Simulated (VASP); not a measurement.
# BN (R3m) in VASP: notebook, part 2 of 3

VASP 6.6.1.

## 3. Single point, PBE+D3(BJ) (strain along c alone, the other axes held: +6.0 %, then relaxed in part)

Contents of INCAR:

```
PREC = Accurate
ENCUT = 520
EDIFF = 1E-7
ISMEAR = 0
SIGMA = 0.02
LREAL = F
LASPH = T
NELM = 100
ALGO = Normal
ISIF = 2
LWAVE = F
LCHARG = F
GGA = PE
IVDW = 12
NBANDS = 21
```

Contents of KPOINTS:

```
Automatic mesh
0
Gamma
  12 12 4
```

Contents of POSCAR:

```
BN
1.0
    2.5061138137      0.0000000000      0.0000000000
   -1.2530569069      2.1703582275      0.0000000000
    0.0000000000      0.0000000000     10.4777303579
B N
3 3
Direct
    0.0000000000      0.0000000000      0.0003901020
    0.6666666667      0.3333333333      0.3337234354
    0.3333333333      0.6666666667      0.6670567687
    0.6666666667      0.3333333333      0.0005102313
    0.3333333333      0.6666666667      0.3338435646
    0.0000000000      0.0000000000      0.6671768980
```

Potentials or basis: VASP PAW PBE potentials, release 64 (B, N).

Launch:

```
cat potpaw_PBE.64/B/POTCAR potpaw_PBE.64/N/POTCAR > POTCAR
mpirun -np 1 vasp_std > vasp.out
```

OUTCAR:

```text
PREC = Accurate
   ENCUT = 520
   EDIFF = 1E-7
   ISMEAR = 0
   LREAL = F
   LASPH = T
   NELM = 100
   ISIF = 2
   GGA = PE
   IVDW = 12
 IVDW          = 12

 ion  position               nearest neighbor table
   1  0.000  0.000  0.000-   4 1.45   4 1.45   4 1.45
   2  0.667  0.333  0.334-   5 1.45   5 1.45   5 1.45
   3  0.333  0.667  0.667-   6 1.45   6 1.45   6 1.45
   4  0.667  0.333  0.001-   1 1.45   1 1.45   1 1.45
   5  0.333  0.667  0.334-   2 1.45   2 1.45   2 1.45
   6  0.000  0.000  0.667-   3 1.45   3 1.45   3 1.45

  LATTYP: Found a hexagonal cell.
 ALAT       =     2.5061138137
 C/A-ratio  =     4.1808677246

  Lattice vectors:

 A1 = (   2.5061138137,   0.0000000000,   0.0000000000)
 A2 = (  -1.2530569069,   2.1703582275,   0.0000000000)
 A3 = (   0.0000000000,   0.0000000000,  10.4777303579)

Analysis of symmetry for initial positions (statically):
=====================================================================
 Subroutine PRICEL returns following result:

  LATTYP: Found a trigonal (rhomboedric) cell.
 ALAT       =     3.7804269713
 COS(alpha) =     0.7802697353

  Lattice vectors:

 A1 = (   1.2530569067,  -0.7234527424,  -3.4925767856)
 A2 = (  -1.2530569066,  -0.7234527426,  -3.4925767867)
 A3 = (  -0.0000000002,   1.4469054851,  -3.4925767856)

   3 primitive cells build up your supercell.

 Routine SETGRP: Setting up the symmetry group for a
 hexagonal supercell.

 Subroutine GETGRP returns: Found  6 space group operations
 (whereof  6 operations were pure point group operations)
 out of a pool of 24 trial point group operations.

The static configuration has the point symmetry C_3v.

Analysis of symmetry for dynamics (positions and initial velocities):
=====================================================================
 Subroutine PRICEL returns following result:

  LATTYP: Found a trigonal (rhomboedric) cell.
 ALAT       =     3.7804269713
 COS(alpha) =     0.7802697353

  Lattice vectors:

 A1 = (   1.2530569067,  -0.7234527424,  -3.4925767856)
 A2 = (  -1.2530569066,  -0.7234527426,  -3.4925767867)
 A3 = (  -0.0000000002,   1.4469054851,  -3.4925767856)

   3 primitive cells build up your supercell.

 Routine SETGRP: Setting up the symmetry group for a
 hexagonal supercell.

 Subroutine GETGRP returns: Found  6 space group operations
 (whereof  6 operations were pure point group operations)
 out of a pool of 24 trial point group operations.

The dynamic configuration has the point symmetry C_3v.

 Subroutine INISYM returns: Found  6 space group operations
 (whereof  6 operations are pure point group operations),
 and found     3 'primitive' translations

----------------------------------------------------------------------------------------

                                     Primitive cell

  volume of cell :      18.9967
[... 35 lines left out ...]

  Shift w.r.t. Gamma in fractional coordinates (k-lattice)
     0.000000000  0.000000000  0.000000000

 Subroutine IBZKPT returns following result:
 ===========================================

 Found     69 irreducible k-points:

 Following reciprocal coordinates:
            Coordinates               Weight
  0.000000  0.000000  0.000000      1.000000
  0.083333  0.000000  0.000000      6.000000
  0.166667  0.000000  0.000000      6.000000
  0.250000  0.000000  0.000000      6.000000
  0.333333  0.000000  0.000000      6.000000
  0.416667  0.000000  0.000000      6.000000
[... 16 lines left out ...]
  0.166667  0.000000  0.250000      6.000000
  0.000000  0.166667  0.250000      6.000000
 [... further k-points ...]
   k-points           NKPTS =     69   k-points in BZ     NKDIM =     69   number of bands    NBANDS=     21
   number of dos      NEDOS =    301   number of ions     NIONS =      6
   total plane-waves  NPLWV =  32000
   dimension x,y,z NGX =    20 NGY =   20 NGZ =   80
   dimension x,y,z NGXF=    40 NGYF=   40 NGZF=  160
   ions per type =               3   3
   NGX,Y,Z   is equivalent  to a cutoff of  13.27, 13.27, 12.69 a.u.
   NGXF,Y,Z  is equivalent  to a cutoff of  26.53, 26.53, 25.39 a.u.
 SYSTEM =  unknown system
   PREC   = accura    normal or accurate (medium, high low for compatibility)
   ISTART =      0    job   : 0-new  1-cont  2-samecut
   ICHARG =      2    charge: 1-file 2-atom 10-const
   ISPIN  =      1    spin polarized calculation?
   LNONCOLLINEAR =      F non collinear calculations
   LSORBIT =      F    spin-orbit coupling
   LASPH  =      T    aspherical Exc in radial PAW
   ENCUT  =  520.0 eV  38.22 Ry    6.18 a.u.   4.66  4.66 19.48*2*pi/ulx,y,z
   NELM   =    100;   NELMIN=  2; NELMDL= -5     # of ELM steps
   EDIFF  = 0.1E-06   stopping-criterion for ELM
   LREAL  =      F    real-space projection
   EDIFFG = 0.1E-05   stopping-criterion for IOM
   NSW    =      0    number of steps for IOM
   IBRION =     -1    ionic relax: 0-MD 1-quasi-New 2-CG
   NFREE  =      0    steps in history (QN), initial steepest desc. (CG)
   ISIF   =      2    stress and relaxation
   ISYM   =      2    0-nonsym 1-usesym 2-fastsym
   POTIM  = 0.5000    time-step for ionic-motion
   TEBEG  =    0.0;   TEEND  =   0.0 temperature during run
   PSTRESS=    0.0 pullay stress
   NELECT =      24.0000    total number of electrons
   NUPDOWN=      -1.0000    fix difference up-down
   EMIN   =  10.00;   EMAX   =-10.00  energy-range for DOS
   EFERMI =   0.00;   METHOD = LEGACY
   ISMEAR =     0;   SIGMA  =   0.02  broadening in eV -4-tet -1-fermi 0-gaus
   EFERMI_NEDOS =   21; number of points for ismear=-14 and -15
   IALGO  =     38    algorithm
   IMIX   =      4    mixing-type and parameters
     AMIX     =   0.40;   BMIX     =  1.00
     AMIX_MAG =   1.60;   BMIX_MAG =  1.00
  volume/ion in A,a.u.               =       9.50        64.10
  Fermi-wavevector in a.u.,A,eV,Ry     =   1.227097  2.318876 20.487193  1.505766
  Thomas-Fermi vector in A             =   2.362073
   LORBIT       =      0    0 simple, 1 ext, 2 COOP (PROOUT), +10 PAW based schemes
   GGA     = PE    functional components
   LHFCALC =     F    Hartree Fock is set to
   AEXX    =    0.0000 exact exchange contribution
   IVDW    =    12    specifies the selected vdW correction
   LEPSILON=     F    determine dielectric tensor
   LRPA    =     F    only Hartree local field effects (RPA)
 non-spin polarized calculation
 Gauss-broadening in eV      SIGMA  =   0.02
  energy-cutoff  :      520.00
  volume of cell :       56.99
 maximum number of plane-waves:      1574
 NGX is ok and might be reduce to    20

 number of electron      24.0000000 magnetization

 Free energy of the ion-electron system (eV)
  ---------------------------------------------------
  ext. energy  EPLUGINS =         0.00000000
  ---------------------------------------------------
  free energy    TOTEN  =       -52.77046056 eV

  energy without entropy =      -52.77046056  energy(sigma->0) =      -52.77046056

 E-fermi :   1.9517     XC(G=0):  -9.7368

 val. band max:        1.8534812177   @ k =   0.3333   0.3333   0.0000
 cond. band min:       6.1874542566   @ k =   0.5000   0.0000   0.0000
 fundamental gap:      4.3339730389
 Fermi energy:         1.9516563547

 k-point     1 :       0.0000    0.0000    0.0000
  band No.  band energies     occupation
      1     -15.8752      2.00000
      2     -15.7292      2.00000
      3     -15.7292      2.00000
      4      -3.7747      2.00000
      5      -3.7747      2.00000
      6      -2.4858      2.00000
[... 565 lines left out ...]
     20      13.8147      0.00000
     21      14.8970      0.00000

 [... further k-points ...]

------------------------ aborting loop because EDIFF is reached ----------------------------------------

 Edisp (eV)   -0.79484

 E8    (eV) :    -0.2314

  FORCE on cell =-STRESS in cart. coord.  units (eV):
  Direction    XX          YY          ZZ          XY          YZ          ZX
  --------------------------------------------------------------------------------------
  -------------------------------------------------------------------------------------
  Total       0.12142     0.12142    -0.48015    -0.00000     0.00000     0.00000
  in kB       3.41347     3.41347   -13.49857    -0.00000     0.00000     0.00000
  external pressure =       -2.22 kB  Pullay stress =        0.00 kB

 VOLUME and BASIS-vectors are now :
 -----------------------------------------------------------------------------
  energy-cutoff  :      520.00
  volume of cell :       56.99
      direct lattice vectors                 reciprocal lattice vectors
     2.506113814  0.000000000  0.000000000     0.399024176  0.230376716  0.000000000
    -1.253056907  2.170358227  0.000000000     0.000000000  0.460753431  0.000000000
     0.000000000  0.000000000 10.477730358     0.000000000  0.000000000  0.095440517

 POSITION                                       TOTAL-FORCE (eV/Angst)
 -----------------------------------------------------------------------------------
      0.00000      0.00000      0.00409        -0.000000      0.000000     -0.002616
      1.25306      0.72345      3.49666        -0.000000     -0.000000     -0.002616
     -0.00000      1.44691      6.98924        -0.000000      0.000000     -0.002616
      1.25306      0.72345      0.00535         0.000000     -0.000000      0.002616
     -0.00000      1.44691      3.49792         0.000000     -0.000000      0.002616
      0.00000      0.00000      6.99050         0.000000     -0.000000      0.002616
 -----------------------------------------------------------------------------------
    total drift:                               -0.000000      0.000000     -0.000053

  FREE ENERGIE OF THE ION-ELECTRON SYSTEM (eV)
  ---------------------------------------------------
  free  energy   TOTEN  =       -53.5652976140 eV

  energy  without entropy=      -53.5652976140  energy(sigma->0) =      -53.56529761
```

OSZICAR:

```text
N       E                     dE             d eps       ncg     rms          rms(c)
DAV:   1     0.886683656233E+02    0.88668E+02   -0.12569E+04  2898   0.106E+03
DAV:   2    -0.519745398853E+02   -0.14064E+03   -0.13400E+03  3707   0.250E+02
DAV:   3    -0.581232134847E+02   -0.61487E+01   -0.61253E+01  3701   0.527E+01
DAV:   4    -0.581803764477E+02   -0.57163E-01   -0.57137E-01  3988   0.549E+00
DAV:   5    -0.581809571641E+02   -0.58072E-03   -0.58069E-03  3749   0.516E-01    0.138E+01
DAV:   6    -0.533315556643E+02    0.48494E+01   -0.13927E+01  3704   0.200E+01    0.621E+00
DAV:   7    -0.528987866187E+02    0.43277E+00   -0.82607E-01  3858   0.556E+00    0.387E+00
DAV:   8    -0.527752793585E+02    0.12351E+00   -0.47390E-01  3589   0.376E+00    0.572E-01
DAV:   9    -0.527689155880E+02    0.63638E-02   -0.31344E-02  3451   0.103E+00    0.225E-01
DAV:  10    -0.527702590530E+02   -0.13435E-02   -0.21648E-03  3423   0.310E-01    0.407E-02
DAV:  11    -0.527704382206E+02   -0.17917E-03   -0.16047E-04  3686   0.834E-02    0.249E-02
DAV:  12    -0.527704600867E+02   -0.21866E-04   -0.44382E-05  3304   0.385E-02    0.367E-03
DAV:  13    -0.527704603667E+02   -0.27999E-06   -0.92079E-07  4025   0.613E-03    0.110E-03
DAV:  14    -0.527704605593E+02   -0.19258E-06   -0.22099E-07  2944   0.295E-03    0.247E-04
DAV:  15    -0.527704605592E+02    0.49113E-10   -0.65685E-09  2343   0.582E-04
   1 F= -.53565298E+02 E0= -.53565298E+02  d E =-.137087E-13
```

Wall time 1.8 min (1 thread of Intel Xeon 8259CL, shared host); peak memory 0.22 GiB.

Results:

```
Free energy                : -53.5653 eV
Pressure                   : -0.2 GPa
Band gap on the k mesh     : 4.33 eV
Dispersion energy per atom : -0.132 eV
```

Forces in eV/Å, atoms in the order of the input:
```
B    0.000  0.000 -0.003
B    0.000  0.000 -0.003
B    0.000  0.000 -0.003
N    0.000  0.000  0.003
N    0.000  0.000  0.003
N    0.000  0.000  0.003
```

Stress tensor (GPa, compression positive):
```
 0.34  0.00  0.00
 0.00  0.34  0.00
 0.00  0.00 -1.35
```

Levels at points of the mesh, in eV from the valence-band top:
| k point | band 9 | band 10 | band 11 | band 12 | band 13 | band 14 | band 15 | band 16 |
| --- | --- | --- | --- | --- | --- | --- | --- | --- |
| (0.00, 0.00, 0.00) | -1.32 | -1.32 | -1.31 | -1.31 | 4.98 | 8.23 | 8.23 | 11.58 |
| (0.50, 0.00, 0.00) | -4.09 | -1.12 | -0.80 | -0.80 | 4.33 | 5.09 | 5.09 | 9.73 |
| (0.00, 0.00, 0.50) | -1.31 | -1.31 | -1.31 | -1.31 | 6.00 | 6.00 | 9.69 | 11.57 |
| (0.50, 0.00, 0.50) | -4.08 | -1.03 | -1.03 | -0.66 | 4.63 | 4.63 | 5.21 | 9.81 |

Caveat: the cell differs from its parent crystal (strain along c alone, the other axes held: +6.0 %, then relaxed in part). A k mesh can miss the band edges.

## 4. Single point, PBE+D3(BJ)

This run uses another cell than the first one: it holds 2 atoms, not 6.

Contents of INCAR:

```
SYSTEM = BN
  PREC = Accurate
  ENCUT = 520
  EDIFF = 1E-7
  ISMEAR = 0
  SIGMA = 0.01
  LREAL = .FALSE.
  LASPH = .TRUE.
  NELM = 100
  ALGO = Normal
  ISIF = 2
  LWAVE = .FALSE.
  LCHARG = .FALSE.
  GGA = PE
  IVDW = 12
  NBANDS = 11
```

Contents of KPOINTS:

```
regular mesh
0
G
  12 12 12
  0 0 0
```

Contents of POSCAR:

```
BN
1.0
    1.2530563198      0.7234524035      3.2939237303
   -1.2530563198      0.7234524035      3.2939237303
    0.0000000000     -1.4469048071      3.2939237303
B N
1 1
Direct
    0.9996973422      0.9996973422      0.9996973422
    0.3327356578      0.3327356578      0.3327356578
```

Potentials or basis: VASP PAW PBE potentials, release 64 (B, N).

Launch:

```
cat potpaw_PBE.64/B/POTCAR potpaw_PBE.64/N/POTCAR > POTCAR
mpirun -np 1 vasp_std > vasp.out
```

OUTCAR:

```text
SYSTEM = BN
   PREC = Accurate
   ENCUT = 520
   EDIFF = 1E-7
   ISMEAR = 0
   LREAL = .FALSE.
   LASPH = .TRUE.
   NELM = 100
   ISIF = 2
   GGA = PE
   IVDW = 12
 IVDW          = 12

 ion  position               nearest neighbor table
   1  1.000  1.000  1.000-   2 1.45   2 1.45   2 1.45
   2  0.333  0.333  0.333-   1 1.45   1 1.45   1 1.45

  LATTYP: Found a trigonal (rhomboedric) cell.
 ALAT       =     3.5977030258
 COS(alpha) =     0.7573833760

  Lattice vectors:

 A1 = (   1.2530563198,   0.7234524035,   3.2939237303)
[... 523 lines left out ...]

 Edisp (eV)   -0.28468

 E8    (eV) :    -0.0835

  FORCE on cell =-STRESS in cart. coord.  units (eV):
  Direction    XX          YY          ZZ          XY          YZ          ZX
  --------------------------------------------------------------------------------------
  -------------------------------------------------------------------------------------
  Total       0.01969     0.01969    -0.01555     0.00000     0.00000     0.00000
  in kB       1.76114     1.76114    -1.39044     0.00000     0.00000     0.00000
  external pressure =        0.71 kB  Pullay stress =        0.00 kB

 VOLUME and BASIS-vectors are now :
 -----------------------------------------------------------------------------
  energy-cutoff  :      520.00
  volume of cell :       17.92
      direct lattice vectors                 reciprocal lattice vectors
     1.253056320  0.723452403  3.293923730     0.399024363  0.230376823  0.101196433
    -1.253056320  0.723452403  3.293923730    -0.399024363  0.230376823  0.101196433
     0.000000000 -1.446904807  3.293923730     0.000000000 -0.460753647  0.101196433

 POSITION                                       TOTAL-FORCE (eV/Angst)
 -----------------------------------------------------------------------------------
      0.00000     -0.00000      9.87878         0.000000     -0.000000      0.000314
      0.00000     -0.00000      3.28802         0.000000      0.000000     -0.000314
 -----------------------------------------------------------------------------------
    total drift:                               -0.000000     -0.000000     -0.000029

  FREE ENERGIE OF THE ION-ELECTRON SYSTEM (eV)
  ---------------------------------------------------
  free  energy   TOTEN  =       -17.8595982250 eV

  energy  without entropy=      -17.8595982250  energy(sigma->0) =      -17.85959823
```

OSZICAR:

```text
N       E                     dE             d eps       ncg     rms          rms(c)
DAV:   1     0.131191922317E+02    0.13119E+02   -0.47112E+03  4198   0.688E+02
DAV:   2    -0.185895492152E+02   -0.31709E+02   -0.30759E+02  5033   0.161E+02
DAV:   3    -0.193367409509E+02   -0.74719E+00   -0.74615E+00  5062   0.228E+01
DAV:   4    -0.193389149912E+02   -0.21740E-02   -0.21740E-02  4617   0.136E+00
DAV:   5    -0.193389239759E+02   -0.89847E-05   -0.89846E-05  5004   0.773E-02    0.795E+00
DAV:   6    -0.177594774346E+02    0.15794E+01   -0.52046E+00  4690   0.127E+01    0.362E+00
DAV:   7    -0.176114084660E+02    0.14807E+00   -0.23706E-01  4917   0.367E+00    0.222E+00
DAV:   8    -0.175742187808E+02    0.37190E-01   -0.11230E-01  5027   0.206E+00    0.256E-01
DAV:   9    -0.175745221237E+02   -0.30334E-03   -0.26725E-03  4581   0.420E-01    0.139E-01
DAV:  10    -0.175748918730E+02   -0.36975E-03   -0.50504E-04  4668   0.163E-01    0.240E-02
DAV:  11    -0.175749155305E+02   -0.23658E-04   -0.49908E-05  4999   0.480E-02    0.210E-02
DAV:  12    -0.175749148923E+02    0.63821E-06   -0.94906E-06  4650   0.205E-02    0.179E-03
DAV:  13    -0.175749150262E+02   -0.13389E-06   -0.37120E-07  5012   0.537E-03    0.594E-04
DAV:  14    -0.175749150402E+02   -0.14076E-07   -0.20024E-08  4493   0.974E-04
   1 F= -.17859598E+02 E0= -.17859598E+02  d E =-.925005E-96
```

Run time: 91 s. Hardware: 1 thread of AMD EPYC 7R43 (Zen 3), shared host; peak memory 0.15 GiB.

What came out:

| Quantity | Value |
| --- | --- |
| Free energy | -17.8596 eV |
| Pressure | 0.1 GPa |
| Band gap on the k mesh | 4.23 eV (least direct gap 4.69 eV) |
| Dispersion energy per atom | -0.142 eV |

Levels at points of the mesh, in eV from the valence-band top:
```tsv
k point	band 1	band 2	band 3	band 4	band 5	band 6	band 7	band 8	band 9
(0.00, 0.00, 0.00)	-17.77	-4.01	-1.28	-1.28	5.32	11.66	11.66	13.14	14.80
(0.50, 0.00, 0.00)	-14.57	-8.91	-4.05	-0.55	5.32	9.93	13.18	15.25	20.17
(0.50, 0.50, 0.00)	-14.49	-8.77	-4.12	-1.20	4.23	9.86	14.42	17.91	20.62
(0.50, 0.50, 0.50)	-17.46	-6.20	-1.30	-1.30	10.37	11.57	11.57	12.32	16.69
```

A k mesh can miss the band edges.

(Part 2 of 3 ends here.)
